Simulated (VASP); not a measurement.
SiO2 (pbe):

```
CELL_PARAMETERS angstrom
4.18650 0.00000 0.00000
0.00000 4.18650 0.00000
0.00000 0.00000 2.66840
ATOMIC_POSITIONS crystal
Si 0.00000 0.00000 0.00000
Si 0.50000 0.50000 0.50000
O 0.30590 0.30590 0.00000
O 0.19410 0.80590 0.50000
O 0.69410 0.69410 0.00000
O 0.80590 0.19410 0.50000
```

```yaml
Program: VASP 6.6.1
Task: relaxation of cell and atoms
Functional: PBE
Potentials_or_basis: VASP PAW PBE potentials, release 64 (Si, O)
Cutoff: 600 eV
k_mesh: 6 × 6 × 8
Occupations: gaussian, width 0.1 eV
Spin: no spin polarisation
```

At the start: pressure 9.1 GPa; volume 7.79 Å³/atom.

Question: How do energy, volume and symmetry change on relaxing?

Answer: Over 5 steps the energy falls by 6.4 meV/atom and the volume is 8.03 Å³/atom (+3.0 %); space group P4_2/mnm (No. 136, to 0.05 Å).

The path:
```tsv
step	energy change (eV)	largest force (eV/Å)	pressure (GPa)	volume (Å³)
1	0.0000	0.0547	9.10	46.77
2	0.0222	0.3783	-10.04	49.83
3	-0.0367	0.1499	0.05	48.09
4	-0.0367	0.1460	0.21	48.06
5	-0.0386	0.0217	0.16	48.16
```

Final structure:
```
CELL_PARAMETERS angstrom
4.22635 0.00000 0.00000
0.00000 4.22635 0.00000
0.00000 0.00000 2.69644
ATOMIC_POSITIONS crystal
Si 0.00000 0.00000 0.00000
Si 0.50000 0.50000 0.50000
O 0.30674 0.30674 0.00000
O 0.19326 0.80674 0.50000
O 0.69326 0.69326 0.00000
O 0.80674 0.19326 0.50000
```

Caveat: the relaxation stopped at a loose force limit of 0.05 eV/Å, so its end isn't a converged minimum.
